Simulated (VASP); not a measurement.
A run of VASP 6.6.1 is set up as follows.

Contents of INCAR:

```
ALGO = Normal
EDIFF = 1E-7
ENCUT = 520
GGA = RE
ISIF = 2
ISMEAR = -1
LASPH = True
LCHARG = False
LREAL = False
LWAVE = False
NBANDS = 30
NELM = 60
PREC = Accurate
SIGMA = 0.1
```

File KPOINTS:

```
k-points
0
Gamma
  7 7 11
```

The input POSCAR:

```
Bi
1.0
    5.6160824141      0.0000000000      0.0000000000
   -2.8080412071      4.8636700404      0.0000000000
    0.0000000000      0.0000000000      3.3025596303
Bi
3
Direct
    0.0000000000      0.0000000000      0.0000000000
    0.3333333333      0.6666666667      0.5000000000
    0.6666666667      0.3333333333      0.5000000000
```

Potentials or basis: VASP PAW PBE potentials, release 64 (Bi_d).

Command:

```sh
$ cat potpaw_PBE.64/Bi_d/POTCAR > POTCAR
$ mpirun -np 1 vasp_std > vasp.out
```

What does it give for the band gap on the k mesh?

Zero (an odd number of electrons rules out a gap without spin polarisation).

Estimate the pressure.

4.8 GPa.

Stress tensor (GPa, compression positive):
```
4.27 0.00 0.00
0.00 4.27 0.00
0.00 0.00 5.92
```

Caveat: the cell stands under pressure; the PAW data sets were made with another functional, which shifts forces and pressure a little; spin-orbit coupling is left out, which moves the levels of the heavy elements.
